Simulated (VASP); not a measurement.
# NiO (Fm-3m) in VASP: further runs

The runs below take NiO through single point, with PBE+D3(BJ)+U, PBE+D4+U, revPBE+D4+U.

All numbers are computed with VASP 6.6.1; they aren't measurements. Logs are shortened: lines on timing, memory, paths and dates and some standing lists are left out, and cuts for length are marked.

### Step 1. The cell of the first run

The structure is cubic, space group Fm-3m (No. 225). The conventional cell has a = 4.215 Å, b = 4.215 Å, c = 4.215 Å, α = 90.00°, β = 90.00°, γ = 90.00°. Within 2.8 Å of Ni (site symmetry m-3m) lie 6 O at 2.11 Å. O (site symmetry m-3m) has 6 Ni at 2.11 Å within 2.8 Å.

### Step 2. Single point, PBE+D3(BJ)+U, collinear spin, ferromagnetic start (volume scaled by 0.98)

The input, INCAR:

```
SYSTEM = NiO
PREC = Accurate
ENCUT = 600
EDIFF = 1E-6
ISMEAR = 0
SIGMA = 0.05
LREAL = .FALSE.
LASPH = .TRUE.
NELM = 200
ALGO = Normal
ISIF = 2
LWAVE = .FALSE.
LCHARG = .FALSE.
ISPIN = 2
MAGMOM = 1.9 0.22
LORBIT = 11
LMAXMIX = 4
LDAU = .TRUE.
LDAUTYPE = 2
LDAUL = 2 -1
LDAUU = 6.2 0
LDAUJ = 0 0
LDAUPRINT = 1
GGA = PE
IVDW = 12
NBANDS = 19
GGA_COMPAT = .FALSE.
```

The input, KPOINTS:

```
regular mesh
0
G
  10 10 10
  0 0 0
```

The input, POSCAR:

```
NiO
1.0
    0.0000000000      2.1074956627      2.1074956627
    2.1074956627      0.0000000000      2.1074956627
    2.1074956627      2.1074956627      0.0000000000
Ni O
1 1
Direct
    0.0000000000      0.0000000000      0.0000000000
    0.5000000000      0.5000000000      0.5000000000
```

Potentials or basis: VASP PAW PBE potentials, release 64 (Ni, O).

Run with:

```console
cat potpaw_PBE.64/Ni/POTCAR potpaw_PBE.64/O/POTCAR > POTCAR
mpirun -np 1 vasp_std > vasp.out
```

OUTCAR:

```text
SYSTEM = NiO
   PREC = Accurate
   ENCUT = 600
   EDIFF = 1E-6
   ISMEAR = 0
   LREAL = .FALSE.
   LASPH = .TRUE.
   NELM = 200
   ISIF = 2
   ISPIN = 2
   LORBIT = 11
   GGA = PE
   IVDW = 12
 IVDW          = 12

 ion  position               nearest neighbor table
   1  0.000  0.000  0.000-   2 2.11   2 2.11   2 2.11   2 2.11   2 2.11   2 2.11
   2  0.500  0.500  0.500-   1 2.11   1 2.11   1 2.11   1 2.11   1 2.11   1 2.11

  LATTYP: Found a face centered cubic cell.
 ALAT       =     4.2149913254

  Lattice vectors:

 A1 = (   0.0000000000,   2.1074956627,   2.1074956627)
 A2 = (   2.1074956627,   0.0000000000,   2.1074956627)
 A3 = (   2.1074956627,   2.1074956627,   0.0000000000)

Analysis of symmetry for initial positions (statically):
=====================================================================
 Subroutine PRICEL returns:
 Original cell was already a primitive cell.

 Routine SETGRP: Setting up the symmetry group for a
 face centered cubic supercell.

 Subroutine GETGRP returns: Found 48 space group operations
 (whereof 48 operations were pure point group operations)
 out of a pool of 48 trial point group operations.

The static configuration has the point symmetry O_h .

Analysis of symmetry for dynamics (positions and initial velocities):
=====================================================================
 Subroutine PRICEL returns:
 Original cell was already a primitive cell.

 Routine SETGRP: Setting up the symmetry group for a
 face centered cubic supercell.

 Subroutine GETGRP returns: Found 48 space group operations
 (whereof 48 operations were pure point group operations)
 out of a pool of 48 trial point group operations.

The dynamic configuration has the point symmetry O_h .

Analysis of structural, dynamic, and magnetic symmetry:
=====================================================================
 Subroutine PRICEL returns:
 Original cell was already a primitive cell.

 Routine SETGRP: Setting up the symmetry group for a
 face centered cubic supercell.

 Subroutine GETGRP returns: Found 48 space group operations
 (whereof 48 operations were pure point group operations)
 out of a pool of 48 trial point group operations.

The overall configuration has the point symmetry O_h .

 Subroutine INISYM returns: Found 48 space group operations
 (whereof 48 operations are pure point group operations),
 and found     1 'primitive' translations

----------------------------------------------------------------------------------------

                                     Primitive cell

  volume of cell :      18.7210

  direct lattice vectors                    reciprocal lattice vectors
     0.000000000  2.107495663  2.107495663    -0.237248412  0.237248412  0.237248412
     2.107495663  0.000000000  2.107495663     0.237248412 -0.237248412  0.237248412
     2.107495663  2.107495663  0.000000000     0.237248412  0.237248412 -0.237248412

  length of vectors
     2.980448949  2.980448949  2.980448949     0.410926304  0.410926304  0.410926304

  position of ions in fractional coordinates (direct lattice)
     0.000000000  0.000000000  0.000000000
     0.500000000  0.500000000  0.500000000

  ion indices of the primitive-cell ions
   primitive index   ion index
                 1           1
                 2           2

----------------------------------------------------------------------------------------

 KPOINTS: regular mesh

Automatic generation of k-mesh.
 Grid dimensions read from file:
 generate k-points for:   10   10   10

 Generating k-lattice:

  Cartesian coordinates                     Fractional coordinates (reciprocal lattice)
    -0.023724841  0.023724841  0.023724841     0.100000000  0.000000000  0.000000000
     0.023724841 -0.023724841  0.023724841     0.000000000  0.100000000  0.000000000
     0.023724841  0.023724841 -0.023724841     0.000000000  0.000000000  0.100000000

  Length of vectors
     0.041092630  0.041092630  0.041092630

  Shift w.r.t. Gamma in fractional coordinates (k-lattice)
     0.000000000  0.000000000  0.000000000

 Subroutine IBZKPT returns following result:
 ===========================================

 Found     47 irreducible k-points:

 Following reciprocal coordinates:
            Coordinates               Weight
  0.000000  0.000000  0.000000      1.000000
  0.100000  0.000000  0.000000      8.000000
  0.200000  0.000000  0.000000      8.000000
  0.300000  0.000000  0.000000      8.000000
  0.400000  0.000000  0.000000      8.000000
  0.500000  0.000000  0.000000      4.000000
[... 16 lines left out ...]
  0.300000  0.300000  0.000000      6.000000
  0.400000  0.300000  0.000000     24.000000
 [... further k-points ...]
   k-points           NKPTS =     47   k-points in BZ     NKDIM =     47   number of bands    NBANDS=     19
   number of dos      NEDOS =    301   number of ions     NIONS =      2
   total plane-waves  NPLWV =  13824
   dimension x,y,z NGX =    24 NGY =   24 NGZ =   24
   dimension x,y,z NGXF=    48 NGYF=   48 NGZF=   48
   ions per type =               1   1
   NGX,Y,Z   is equivalent  to a cutoff of  13.39, 13.39, 13.39 a.u.
   NGXF,Y,Z  is equivalent  to a cutoff of  26.77, 26.77, 26.77 a.u.
 SYSTEM =  NiO
   PREC   = accura    normal or accurate (medium, high low for compatibility)
   ISTART =      0    job   : 0-new  1-cont  2-samecut
   ICHARG =      2    charge: 1-file 2-atom 10-const
   ISPIN  =      2    spin polarized calculation?
   LNONCOLLINEAR =      F non collinear calculations
   LSORBIT =      F    spin-orbit coupling
   LASPH  =      T    aspherical Exc in radial PAW
   ENCUT  =  600.0 eV  44.10 Ry    6.64 a.u.   5.95  5.95  5.95*2*pi/ulx,y,z
   NELM   =    200;   NELMIN=  2; NELMDL= -5     # of ELM steps
   EDIFF  = 0.1E-05   stopping-criterion for ELM
   LREAL  =      F    real-space projection
   EDIFFG = 0.1E-04   stopping-criterion for IOM
   NSW    =      0    number of steps for IOM
   IBRION =     -1    ionic relax: 0-MD 1-quasi-New 2-CG
   NFREE  =      0    steps in history (QN), initial steepest desc. (CG)
   ISIF   =      2    stress and relaxation
   ISYM   =      2    0-nonsym 1-usesym 2-fastsym
   POTIM  = 0.5000    time-step for ionic-motion
   TEBEG  =    0.0;   TEEND  =   0.0 temperature during run
   PSTRESS=    0.0 pullay stress
   NELECT =      16.0000    total number of electrons
   NUPDOWN=      -1.0000    fix difference up-down
   EMIN   =  10.00;   EMAX   =-10.00  energy-range for DOS
   EFERMI =   0.00;   METHOD = LEGACY
   ISMEAR =     0;   SIGMA  =   0.05  broadening in eV -4-tet -1-fermi 0-gaus
   EFERMI_NEDOS =   21; number of points for ismear=-14 and -15
   IALGO  =     38    algorithm
   IMIX   =      4    mixing-type and parameters
     AMIX     =   0.40;   BMIX     =  1.00
     AMIX_MAG =   1.60;   BMIX_MAG =  1.00
  volume/ion in A,a.u.               =       9.36        63.17
  Fermi-wavevector in a.u.,A,eV,Ry     =   1.553596  2.935871 32.839852  2.413661
  Thomas-Fermi vector in A             =   2.657804
   LORBIT       =     11    0 simple, 1 ext, 2 COOP (PROOUT), +10 PAW based schemes
 LDA+U is selected, type is set to LDAUTYPE =  2
   angular momentum for each species LDAUL =     2   -1
   U (eV)           for each species LDAUU =   6.2  0.0
   J (eV)           for each species LDAUJ =   0.0  0.0
   GGA     = PE    functional components
   LHFCALC =     F    Hartree Fock is set to
   AEXX    =    0.0000 exact exchange contribution
   IVDW    =    12    specifies the selected vdW correction
   LEPSILON=     F    determine dielectric tensor
   LRPA    =     F    only Hartree local field effects (RPA)
 spin polarized calculation
 Gauss-broadening in eV      SIGMA  =   0.05
  energy-cutoff  :      600.00
  volume of cell :       18.72
 maximum number of plane-waves:       636
   NGX = 11   NGY = 11   NGZ = 11

atom =   1  type =  1  l = 2

 onsite density matrix

spin component  1

  0.9829 -0.0000 -0.0000  0.0000 -0.0000
 -0.0000  0.9829  0.0000 -0.0000  0.0000
 -0.0000  0.0000  1.0335  0.0000  0.0000
  0.0000 -0.0000  0.0000  0.9829  0.0000
 -0.0000  0.0000  0.0000  0.0000  1.0335

spin component  2

  0.9815 -0.0000 -0.0000  0.0000  0.0000
 -0.0000  0.9815 -0.0000 -0.0000  0.0000
 -0.0000 -0.0000  0.1339 -0.0000  0.0000
  0.0000 -0.0000 -0.0000  0.9815  0.0000
  0.0000  0.0000  0.0000  0.0000  0.1339

 occupancies and eigenvectors

  o =  0.1339  v =  0.0000  0.0000  0.0000  0.0000  0.0000  0.0000 -0.0000 -0.9973  0.0000  0.0737      0.0000  0.0000  0.0000  0.0000  0.0000  0.0000  0.0000  0.0000  0.0000  0.0000
  o =  0.1339  v =  0.0000  0.0000  0.0000  0.0000  0.0000  0.0000 -0.0000 -0.0737 -0.0000 -0.9973      0.0000  0.0000  0.0000  0.0000  0.0000  0.0000  0.0000  0.0000  0.0000  0.0000
  o =  0.9815  v =  0.0000  0.0000  0.0000  0.0000  0.0000  1.0000  0.0000  0.0000  0.0000  0.0000      0.0000  0.0000  0.0000  0.0000  0.0000  0.0000  0.0000  0.0000  0.0000  0.0000
  o =  0.9815  v =  0.0000  0.0000  0.0000  0.0000  0.0000  0.0000 -0.5630  0.0000 -0.8264  0.0000      0.0000  0.0000  0.0000  0.0000  0.0000  0.0000  0.0000  0.0000  0.0000  0.0000
  o =  0.9815  v =  0.0000  0.0000  0.0000  0.0000  0.0000  0.0000 -0.8264  0.0000  0.5630  0.0000      0.0000  0.0000  0.0000  0.0000  0.0000  0.0000  0.0000  0.0000  0.0000  0.0000
  o =  0.9829  v =  0.0000 -0.0837  0.0000  0.9965  0.0000  0.0000  0.0000  0.0000  0.0000  0.0000      0.0000  0.0000  0.0000  0.0000  0.0000  0.0000  0.0000  0.0000  0.0000  0.0000
  o =  0.9829  v =  1.0000  0.0000  0.0000  0.0000  0.0000  0.0000  0.0000  0.0000  0.0000  0.0000      0.0000  0.0000  0.0000  0.0000  0.0000  0.0000  0.0000  0.0000  0.0000  0.0000
  o =  0.9829  v =  0.0000 -0.9965  0.0000 -0.0837  0.0000  0.0000  0.0000  0.0000  0.0000  0.0000      0.0000  0.0000  0.0000  0.0000  0.0000  0.0000  0.0000  0.0000  0.0000  0.0000
  o =  1.0335  v =  0.0000  0.0000  0.9979 -0.0000 -0.0655  0.0000  0.0000  0.0000  0.0000  0.0000      0.0000  0.0000  0.0000  0.0000  0.0000  0.0000  0.0000  0.0000  0.0000  0.0000
  o =  1.0335  v =  0.0000 -0.0000 -0.0655  0.0000 -0.9979  0.0000  0.0000  0.0000  0.0000  0.0000      0.0000  0.0000  0.0000  0.0000  0.0000  0.0000  0.0000  0.0000  0.0000  0.0000

 number of electron      16.0000014 magnetization       1.9999969

 Free energy of the ion-electron system (eV)
  ---------------------------------------------------
  ext. energy  EPLUGINS =         0.00000000
  ---------------------------------------------------
  free energy    TOTEN  =       -10.16667384 eV

  energy without entropy =      -10.16667384  energy(sigma->0) =      -10.16667384

 E-fermi :   6.6861     XC(G=0): -12.4859

 val. band max:        6.4268493358   @ k =   0.5000   0.0000   0.0000
 cond. band min:       8.9965190736   @ k =   0.0000   0.0000   0.0000
 fundamental gap:      2.5696697378
 Fermi energy:         6.6860631651

 spin component 1

 k-point     1 :       0.0000    0.0000    0.0000
  band No.  band energies     occupation
      1     -12.1927      1.00000
      2       0.3335      1.00000
      3       0.3336      1.00000
      4       1.4486      1.00000
      5       1.4487      1.00000
      6       1.4487      1.00000
[... 11 lines left out ...]
     18      29.7288      0.00000
     19      29.7288      0.00000
[... 489 lines left out ...]
      3       0.3523      1.00000
      4       0.8791      1.00000
      5       1.6888      1.00000
      6       1.9060      1.00000
[... 11 lines left out ...]
     18      38.8407      0.00000
     19      38.8586      0.00000

 [... further k-points ...]

 spin component 2

 k-point     1 :       0.0000    0.0000    0.0000
  band No.  band energies     occupation
      1     -11.8930      1.00000
      2       2.4437      1.00000
      3       2.4441      1.00000
      4       2.4444      1.00000
      5       5.4496      1.00000
      6       5.4496      1.00000
[... 11 lines left out ...]
     18      35.3669      0.00000
     19      35.3672      0.00000
[... 489 lines left out ...]
      3       1.8731      1.00000
      4       2.7660      1.00000
      5       3.0482      1.00000
      6       4.6287      1.00000
[... 11 lines left out ...]
     18      39.5375      0.00000
     19      39.5969      0.00000

 [... further k-points ...]

------------------------ aborting loop because EDIFF is reached ----------------------------------------

 Edisp (eV)   -0.51989

 E8    (eV) :    -0.1976

  FORCE on cell =-STRESS in cart. coord.  units (eV):
  Direction    XX          YY          ZZ          XY          YZ          ZX
  --------------------------------------------------------------------------------------
  -------------------------------------------------------------------------------------
  Total      -0.74480    -0.74480    -0.74480     0.00000     0.00000     0.00000
  in kB     -63.74120   -63.74120   -63.74120     0.00000     0.00000     0.00000
  external pressure =      -63.74 kB  Pullay stress =        0.00 kB

 VOLUME and BASIS-vectors are now :
 -----------------------------------------------------------------------------
  energy-cutoff  :      600.00
  volume of cell :       18.72
      direct lattice vectors                 reciprocal lattice vectors
     0.000000000  2.107495663  2.107495663    -0.237248412  0.237248412  0.237248412
     2.107495663  0.000000000  2.107495663     0.237248412 -0.237248412  0.237248412
     2.107495663  2.107495663  0.000000000     0.237248412  0.237248412 -0.237248412

 POSITION                                       TOTAL-FORCE (eV/Angst)
 -----------------------------------------------------------------------------------
      0.00000      0.00000      0.00000         0.000000      0.000000      0.000000
      2.10750      2.10750      2.10750        -0.000000     -0.000000     -0.000000
 -----------------------------------------------------------------------------------
    total drift:                                0.000000     -0.000000     -0.000000

  FREE ENERGIE OF THE ION-ELECTRON SYSTEM (eV)
  ---------------------------------------------------
  free  energy   TOTEN  =       -10.6865645322 eV

  energy  without entropy=      -10.6865645322  energy(sigma->0) =      -10.68656453

 total charge

# of ion       s       p       d       tot
------------------------------------------
    1        0.336   0.405   8.202   8.943
    2        1.544   3.471   0.000   5.015
--------------------------------------------------
tot          1.880   3.876   8.202  13.958

 magnetization (x)

# of ion       s       p       d       tot
------------------------------------------
    1        0.012   0.013   1.801   1.825
    2        0.017   0.151   0.000   0.167
--------------------------------------------------
tot          0.028   0.163   1.801   1.993
```

Wall time 47 s (1 thread of AMD EPYC 9R45 (Zen 5), shared host); peak memory 0.14 GiB.

Results:

```
Free energy                                           : -10.6866 eV
Pressure                                              : -6.4 GPa
Band gap on the k mesh                                : 2.57 eV, indirect (least direct gap 3.16 eV)
Net moment                                            : 2.00 μB per cell
Site moments                                          : Ni +1.82; O +0.17 μB
Valence electrons inside the program's atomic spheres : Ni 8.94; O 5.01
Dispersion energy per atom                            : -0.260 eV
```

Levels at points of the mesh, in eV from the valence-band top:
Spin up:
| k point | band 6 | band 7 | band 8 | band 9 | band 10 | band 11 | band 12 | band 13 |
| --- | --- | --- | --- | --- | --- | --- | --- | --- |
| (0.00, 0.00, 0.00) | -4.98 | -1.31 | -1.31 | -1.31 | 2.58 | 17.77 | 17.77 | 17.77 |
| (0.50, 0.00, 0.00) | -4.50 | -3.11 | 0.00 | 0.00 | 6.69 | 10.90 | 14.83 | 14.83 |
| (0.50, 0.50, 0.00) | -4.19 | -4.19 | -2.65 | -2.65 | 6.88 | 11.46 | 11.76 | 17.44 |
Spin down:
| k point | band 4 | band 5 | band 6 | band 7 | band 8 | band 9 | band 10 | band 11 |
| --- | --- | --- | --- | --- | --- | --- | --- | --- |
| (0.00, 0.00, 0.00) | -3.98 | -0.98 | -0.98 | -0.98 | 2.57 | 2.57 | 2.93 | 18.02 |
| (0.50, 0.00, 0.00) | -3.98 | -2.22 | -1.91 | -1.91 | 4.82 | 4.82 | 6.86 | 11.35 |
| (0.50, 0.50, 0.00) | -3.12 | -3.12 | -2.33 | -2.33 | 3.00 | 3.41 | 7.52 | 11.74 |

Eigenvalues of the final occupation matrices:
| site | spin | trace | eigenvalues |
| --- | --- | --- | --- |
| site 1 d | 1 | 5.02 | 0.98 0.98 0.98 1.03 1.03 |
| site 1 d | 2 | 3.21 | 0.13 0.13 0.98 0.98 0.98 |

Caveat: the cell differs from its parent crystal (volume scaled by 0.98); three body term missing; a cell with one magnetic atom can't hold antiferromagnetic order, which such compounds often take.

### Step 3. Single point, PBE+D4+U, collinear spin, ferromagnetic start

This run uses another cell than the first one, of 9.49 Å³/atom, 1.014 times its volume.

The input, INCAR:

```
PREC     = Accurate       # precision mode
ENCUT    = 600            # plane-wave cutoff, eV
EDIFF    = 1E-6           # SCF threshold, eV
ISMEAR   = 0              # smearing method
SIGMA    = 0.05           # smearing width, eV
LREAL    = F              # projectors in reciprocal space
LASPH    = T              # aspherical terms in the spheres
NELM     = 200            # most SCF steps
ALGO     = Normal         # electronic algorithm
ISIF     = 2              # what is computed and relaxed
LWAVE    = F              # write WAVECAR
LCHARG   = F              # write CHGCAR
ISPIN    = 2              # spin polarisation
MAGMOM   = 1.9 0.22       # initial moments
LORBIT   = 11             # projections on sites
LMAXMIX  = 4              # l up to which the mixer works
LDAU     = T              # DFT+U
LDAUTYPE = 2            
LDAUL    = 2 -1           # shell
LDAUU    = 6.2 0          # U, eV
LDAUJ    = 0 0          
LDAUPRINT= 1            
GGA      = PE             # functional
IVDW     = 13             # dispersion correction
NBANDS   = 19             # bands
GGA_COMPAT= F
```

The input, KPOINTS:

```
regular mesh
0
Gamma
  10 10 10
```

The input, POSCAR:

```
NiO
1.0
    0.0000000000      2.1173235753      2.1173235753
    2.1173235753      0.0000000000      2.1173235753
    2.1173235753      2.1173235753      0.0000000000
Ni O
1 1
Direct
    0.0000000000      0.0000000000      0.0000000000
    0.5000000000      0.5000000000      0.5000000000
```

Potentials or basis: VASP PAW PBE potentials, release 64 (Ni, O).

Run with:

```console
cat potpaw_PBE.64/Ni/POTCAR potpaw_PBE.64/O/POTCAR > POTCAR
mpirun -np 1 vasp_std > vasp.out
```

Wall time 48 s (1 thread of AMD EPYC 9R45 (Zen 5), shared host); peak memory 0.13 GiB.

It converged, with:

```yaml
Free_energy: -10.8298 eV
Pressure: -9.4 GPa
Band_gap_on_the_k_mesh: 2.50 eV, indirect (least direct gap 3.16 eV)
Net_moment: 2.00 μB per cell
Site_moments: Ni +1.83; O +0.17 μB
Valence_electrons_inside_the_program's_atomic_spheres: Ni 8.92; O 5.01
Dispersion_energy_per_atom: -0.334 eV
```

Levels at points of the mesh, in eV from the valence-band top:
Spin up:
```csv
k point,band 7,band 8,band 9,band 10,band 11,band 12
"(0.00, 0.00, 0.00)",-1.26,-1.26,-1.26,2.50,17.69,17.69
"(0.50, 0.00, 0.00)",-3.11,0.00,0.00,6.65,10.76,14.73
"(0.50, 0.50, 0.00)",-4.20,-2.58,-2.58,6.79,11.43,11.67
```
Spin down:
| k point | band 4 | band 5 | band 6 | band 7 | band 8 | band 9 | band 10 | band 11 |
| --- | --- | --- | --- | --- | --- | --- | --- | --- |
| (0.00, 0.00, 0.00) | -3.97 | -0.93 | -0.93 | -0.93 | 2.59 | 2.59 | 2.84 | 17.95 |
| (0.50, 0.00, 0.00) | -3.94 | -2.22 | -1.86 | -1.86 | 4.79 | 4.79 | 6.82 | 11.21 |
| (0.50, 0.50, 0.00) | -3.13 | -3.13 | -2.26 | -2.26 | 3.01 | 3.40 | 7.43 | 11.71 |

Eigenvalues of the final occupation matrices:
| site | spin | trace | eigenvalues |
| --- | --- | --- | --- |
| site 1 d | 1 | 5.01 | 0.98 0.98 0.98 1.03 1.03 |
| site 1 d | 2 | 3.21 | 0.13 0.13 0.98 0.98 0.98 |

Caveat: a cell with one magnetic atom can't hold antiferromagnetic order, which such compounds often take. The state reached can hang on the start; a lower one may exist.

[end of part 1 of 3]
